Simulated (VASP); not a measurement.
# Al (Im-3m) in VASP: notebook, part 2 of 2

VASP 6.6.1.

**4. Relaxation of cell and atoms, LDA, target pressure 5 GPa, at which the enthalpy is minimised**

INCAR reads:

```
SYSTEM = Al
  ALGO = Normal
  EDIFF = 1E-7
  EDIFFG = -0.03
  ENCUT = 600
  IBRION = 2
  ISIF = 3
  ISMEAR = 1
  LASPH = .TRUE.
  LCHARG = .FALSE.
  LREAL = .FALSE.
  LWAVE = .FALSE.
  NELM = 80
  NSW = 80
  PREC = Accurate
  PSTRESS = 50.0
  SIGMA = 0.15
```

KPOINTS reads:

```
k-points
0
G
  13 13 13
  0 0 0
```

POSCAR reads:

```
Al
1.0
   -1.5912186900      1.5912186900      1.5912186900
    1.5912186900     -1.5912186900      1.5912186900
    1.5912186900      1.5912186900     -1.5912186900
Al
1
Direct
    0.0000000000      0.0000000000      0.0000000000
```

On the command line:

```console
$ cat potpaw_LDA.64/Al/POTCAR > POTCAR
$ mpirun -np 1 vasp_std > vasp.out
```

It took 6.2 s on 1 thread of AMD EPYC 9R45 (Zen 5), shared host; peak memory 0.1 GiB.

Results (log left out):

```
Free energy                                            : -4.0801 eV
Relaxed volume                                         : 15.26 Å³/atom
Relaxed cell                                           : a = 2.706 Å, b = 2.706 Å, c = 2.706 Å, α = 109.47°, β = 109.47°, γ = 109.47°
Space group after relaxing (to 0.05 Å)                 : Im-3m (No. 229)
Energy change on relaxing (the enthalpy is what falls) : +13.0 meV/atom
Ionic steps                                            : 3
Pressure after relaxing                                : 5.0 GPa
```

The path:
```
step  energy change (eV)  largest force (eV/Å)  pressure (GPa)  volume (Å³)
   1              0.0000                0.0000            0.07        16.12
   2              0.0230                0.0000            6.88        14.99
   3              0.0130                0.0000            5.01        15.26
```

Final structure:
```yaml
crystal:
  lattice:
    - [-1.56244, 1.56244, 1.56244]
    - [1.56244, -1.56244, 1.56244]
    - [1.56244, 1.56244, -1.56244]
  atoms:
    - { symbol: Al, position: [0.00000, 0.00000, 0.00000] }
```

Levels at points of the mesh, in eV from the Fermi level:
```tsv
k point	band 1	band 2	band 3	band 4
(0.00, 0.00, 0.00)	-11.68	13.64	13.64	13.64
```

Caveat: the cell is relaxed towards a set pressure, so the enthalpy falls and the energy may rise.

**5. Relaxation of cell and atoms, LDA, target pressure 10 GPa, at which the enthalpy is minimised**

INCAR reads:

```
SYSTEM = Al
PREC = Accurate ; ENCUT = 600
EDIFF = 1E-6 ; ISMEAR = 1
SIGMA = 0.15 ; LREAL = .False.
LASPH = .True. ; NELM = 80
ALGO = Normal ; ISIF = 3
LWAVE = .False. ; LCHARG = .False.
GGA = CA ; IBRION = 2
NSW = 80 ; EDIFFG = -0.03
PSTRESS = 100.0
```

KPOINTS reads:

```
Automatic mesh
0
Gamma
  13 13 13
  0 0 0
```

POSCAR is that of step 4.

On the command line:

```console
$ cat potpaw_LDA.64/Al/POTCAR > POTCAR
$ mpirun -np 1 vasp_std > vasp.out
```

It took 6.2 s on 1 thread of AMD EPYC 9R45 (Zen 5), shared host; peak memory 0.1 GiB.

It converged, with:

```
Free energy                                            : -4.0488 eV
Relaxed volume                                         : 14.58 Å³/atom
Relaxed cell                                           : a = 2.666 Å, b = 2.666 Å, c = 2.666 Å, α = 109.47°, β = 109.47°, γ = 109.47°
Space group after relaxing (to 0.05 Å)                 : Im-3m (No. 229)
Energy change on relaxing (the enthalpy is what falls) : +44.3 meV/atom
Ionic steps                                            : 3
Pressure after relaxing                                : 10.0 GPa
```

Step by step:
```
step  energy change (eV)  largest force (eV/Å)  pressure (GPa)  volume (Å³)
   1              0.0000                0.0000            0.07        16.12
   2              0.0999                0.0000           16.27        13.90
   3              0.0443                0.0000           10.00        14.58
```

Final structure:
```
Al
1.0
    -1.53900    1.53900    1.53900
     1.53900   -1.53900    1.53900
     1.53900    1.53900   -1.53900
Al
1
Direct
  0.00000 0.00000 0.00000
```

Levels at points of the mesh, in eV from the Fermi level:
```csv
k point,band 1,band 2,band 3,band 4
"(0.00, 0.00, 0.00)",-12.02,13.91,13.91,13.91
```

Caveat: the cell is relaxed towards a set pressure, so the enthalpy falls and the energy may rise.

**6. Relaxation of cell and atoms, LDA, target pressure 20 GPa, at which the enthalpy is minimised**

INCAR reads:

```
SYSTEM = Al
PREC     = Accurate       ! precision mode
ENCUT    = 600            ! plane-wave cutoff, eV
EDIFF    = 1E-6           ! SCF threshold, eV
ISMEAR   = 1              ! smearing method
SIGMA    = 0.15           ! smearing width, eV
LREAL    = .FALSE.        ! projectors in reciprocal space
LASPH    = .TRUE.         ! aspherical terms in the spheres
NELM     = 100            ! most SCF steps
ALGO     = Normal         ! electronic algorithm
ISIF     = 3              ! what is computed and relaxed
LWAVE    = .FALSE.        ! write WAVECAR
LCHARG   = .FALSE.        ! write CHGCAR
IBRION   = 2              ! ionic algorithm
NSW      = 80             ! ionic steps
EDIFFG   = -0.03          ! ionic threshold
PSTRESS  = 200.0
```

KPOINTS reads:

```
Automatic mesh
0
G
  13 13 13
  0 0 0
```

POSCAR is that of step 5.

Potentials or basis: VASP PAW LDA potentials, release 64 (Al).

On the command line:

```console
$ cat potpaw_LDA.64/Al/POTCAR > POTCAR
$ mpirun -np 1 vasp_std > vasp.out
```

OUTCAR:

```text
SYSTEM = Al
   PREC = Accurate
   ENCUT = 600
   EDIFF = 1E-6
   ISMEAR = 1
   LREAL = .FALSE.
   LASPH = .TRUE.
   NELM = 100
   ISIF = 3
   IBRION = 2
   NSW = 80
   EDIFFG = -0.03
   PSTRESS = 200.0

 ion  position               nearest neighbor table
   1  0.000  0.000  0.000-

  LATTYP: Found a body centered cubic cell.
 ALAT       =     3.1824373800

  Lattice vectors:

 A1 = (  -1.5912186900,   1.5912186900,   1.5912186900)
 A2 = (   1.5912186900,  -1.5912186900,   1.5912186900)
 A3 = (   1.5912186900,   1.5912186900,  -1.5912186900)

Analysis of symmetry for initial positions (statically):
=====================================================================
 Subroutine PRICEL returns:
 Original cell was already a primitive cell.
[... 167 lines left out ...]
  ---------------------------------------------------
  free energy    TOTEN  =        -4.09307135 eV

  energy without entropy =       -4.09390031  energy(sigma->0) =       -4.09334767

 E-fermi :   8.0632     XC(G=0): -10.4355

 val. band max:        7.9466328905   @ k =   0.2308   0.2308   0.1538
 cond. band min:       8.0895395992   @ k =  -0.3846   0.3846   0.1538
 fundamental gap:      0.1429067087
 Fermi energy:         8.0631964819

 k-point     1 :       0.0000    0.0000    0.0000
  band No.  band energies     occupation
      1      -3.2209      2.00000
      2      21.3735      0.00000
      3      21.3735      0.00000
      4      21.3735      0.00000
      5      22.8089      0.00000
[... 294 lines left out ...]
--------------------------------------- Ionic step        4  -------------------------------------------

 number of electron       3.0000000 magnetization

 Free energy of the ion-electron system (eV)
  ---------------------------------------------------
  ext. energy  EPLUGINS =         0.00000000
  ---------------------------------------------------
  free energy    TOTEN  =        -3.95309348 eV

  energy without entropy =       -3.95253885  energy(sigma->0) =       -3.95290861

 E-fermi :  10.0884     XC(G=0): -11.1003

 val. band max:       10.0744922620   @ k =  -0.3846   0.3846   0.1538
 cond. band min:      10.0991253358   @ k =  -0.3846  -0.3846   0.0769
 fundamental gap:      0.0246330738
 Fermi energy:        10.0883728010

 k-point     1 :       0.0000    0.0000    0.0000
  band No.  band energies     occupation
      1      -2.5222      2.00000
      2      24.4416      0.00000
      3      24.4416      0.00000
      4      24.4416      0.00000
      5      27.5889      0.00000
[... 216 lines left out ...]
  energy  without entropy=       -3.9525388541  energy(sigma->0) =       -3.95290861

  enthalpy is  TOTEN    =        -2.2626063918 eV   P V=        1.6904870919

 reached required accuracy - stopping structural energy minimisation
```

OSZICAR:

```text
N       E                     dE             d eps       ncg     rms          rms(c)
DAV:   1    -0.176409841303E+01   -0.17641E+01   -0.10231E+03   865   0.393E+02
DAV:   2    -0.410456463497E+01   -0.23405E+01   -0.21677E+01  1005   0.339E+01
DAV:   3    -0.412413929171E+01   -0.19575E-01   -0.19571E-01  1205   0.367E+00
DAV:   4    -0.412416242584E+01   -0.23134E-04   -0.23133E-04  1210   0.124E-01
[... 20 lines left out ...]
       N       E                     dE             d eps       ncg     rms          rms(c)
DAV:   1    -0.395309849681E+01    0.58875E-02   -0.55400E-04  1100   0.157E-01    0.203E-02
DAV:   2    -0.395309552046E+01    0.29763E-05   -0.34688E-06   950   0.176E-02    0.783E-03
DAV:   3    -0.395309357368E+01    0.19468E-05   -0.51468E-07   625   0.461E-03    0.190E-03
DAV:   4    -0.395309348364E+01    0.90035E-07   -0.57876E-08   455   0.179E-03
   4 F= -.22626064E+01 E0= -.22624215E+01  d E =-.181262E+00
```

Run time: 7.7 s. Hardware: 1 thread of AMD EPYC 9R45 (Zen 5), shared host; peak memory 0.1 GiB.

What came out:

```
Free energy                                            : -3.9531 eV
Relaxed volume                                         : 13.54 Å³/atom
Relaxed cell                                           : a = 2.601 Å, b = 2.601 Å, c = 2.601 Å, α = 109.47°, β = 109.47°, γ = 109.47°
Space group after relaxing (to 0.05 Å)                 : Im-3m (No. 229)
Energy change on relaxing (the enthalpy is what falls) : +140.0 meV/atom
Ionic steps                                            : 4
Pressure after relaxing                                : 20.1 GPa
```

The path:
```tsv
step	energy change (eV)	largest force (eV/Å)	pressure (GPa)	volume (Å³)
1	0.0000	0.0000	0.07	16.12
2	0.4704	0.0000	46.04	11.88
3	0.1341	0.0000	19.56	13.59
4	0.1400	0.0000	20.10	13.54
```

Final structure:
```
Al
1.0
    -1.50157    1.50157    1.50157
     1.50157   -1.50157    1.50157
     1.50157    1.50157   -1.50157
Al
1
Direct
  0.00000 0.00000 0.00000
```

Caveat: the cell is relaxed towards a set pressure, so the enthalpy falls and the energy may rise; the volume moved by over 15 % at a fixed basis, so the end points are rough.

**7. Overview**

| task | cell | cutoff (eV) | gap on the mesh (eV) | pressure (GPa) |
| --- | --- | --- | --- | --- |
| single point | as given | 520 | none | 0.1 |
| relaxation of cell and atoms | relaxed | 600 | none | 0.1 |
| relaxation of cell and atoms | relaxed to 5 GPa | 600 | none | 5.0 |
| relaxation of cell and atoms | relaxed to 10 GPa | 600 | none | 10.0 |
| relaxation of cell and atoms | relaxed to 20 GPa | 600 | none | 20.1 |

Alike in all rows: level LDA; potentials or basis VASP PAW LDA potentials, release 64 (Al); no spin polarisation; k mesh 13 × 13 × 13; smearing methfessel-paxton 0.15 eV.

Caveats: the cell is relaxed towards a set pressure, so the enthalpy falls and the energy may rise (some runs); the relaxation stopped at its first step, so nothing moved (some runs); the volume moved by over 15 % at a fixed basis, so the end points are rough (some runs).

Total energies depend on the potentials used, so only differences within one code and one set of settings carry meaning.
